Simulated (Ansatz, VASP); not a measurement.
Two plane-wave programs on CuAu

POSCAR

```
CuAu
1.0
    1.4620466157      0.8441130071      4.3121794307
   -1.4620466157      0.8441130071      4.3121794307
    0.0000000000     -1.6882260143      4.3121794307
Au Cu
1 1
Direct
    0.0000000000      0.0000000000      0.0000000000
    0.5000000000      0.5000000000      0.5000000000
```

INCAR.step1

```
  PREC = Accurate
  ENCUT = 520
  ISMEAR = -1
  SIGMA = 0.05
  LREAL = F
  LASPH = T
  NELM = 60
  NBANDS = 18
  GGA = PE
  ALGO = Normal
  EDIFF = 1E-4
  LWAVE = T
  LCHARG = F
```

The input INCAR.step2:

```
  PREC = Accurate
  ENCUT = 520
  EDIFF = 1E-6
  ISMEAR = -1
  SIGMA = 0.05
  LREAL = F
  LASPH = T
  NELM = 60
  ALGO = Normal
  ISIF = 2
  LWAVE = F
  LCHARG = F
  METAGGA = R2SCAN
  LMIXTAU = T
  NBANDS = 18
  ISTART = 1
```

The input KPOINTS:

```
Automatic mesh
0
Gamma
  11 11 11
```

The input input.yaml:

```yaml
crystal:
  lattice:
    - [1.4620466157, 0.8441130071, 4.3121794307]
    - [-1.4620466157, 0.8441130071, 4.3121794307]
    - [0.0, -1.6882260143, 4.3121794307]
  atoms:
    - { symbol: Au, position: [0.0, 0.0, 0.0] }
    - { symbol: Cu, position: [0.5, 0.5, 0.5] }
hamiltonian:
  xc: r2scan
  pseudopotentials: { kind: paw }
kpoints:
  mp_grid: { grid: [11, 11, 11] }
scf:
  occupations: { method: fermi_dirac, width: 0.05 }
output:
  forces: true
  stress: true
  eigenvalues: true
  write_density: true
  write_potential: true
  elf: true
  volumetric_format: npy
```

Alike in both runs: task single point; functional r2SCAN; k mesh 11 × 11 × 11; occupations fermi-dirac, width 0.05 eV; no spin polarisation.

```csv
,VASP,Ansatz
version,VASP 6.6.1,Ansatz 0.2.0
potentials or method,"VASP PAW PBE potentials, release 64 (Au, Cu)",Ansatz PAW
plane-wave cutoff (eV),520,500
valence electrons in the cell,22,38
```

VASP gave:

| Item | Value |
| --- | --- |
| gap on the k mesh at the Fermi level (eV) | none |
| pressure (GPa) | -9.0 |
| traceless stress, the component that is largest in VASP (GPa) | -0.12 |

Estimate Ansatz's values.

gap on the k mesh at the Fermi level (eV): none; pressure (GPa): -9.1; traceless stress, the component that is largest in VASP (GPa): -0.22.

VASP's potentials were made for PBE, not for r2SCAN. A gap of «none» marks a metal or a gap that the smearing closes. The functional is the same, so the differences come from potentials, cutoffs and numerics. VASP's potentials hold 22 valence electrons a cell and Ansatz's 38, so a difference there can come from the potentials and not from the codes.

Neither program's run includes spin-orbit coupling.
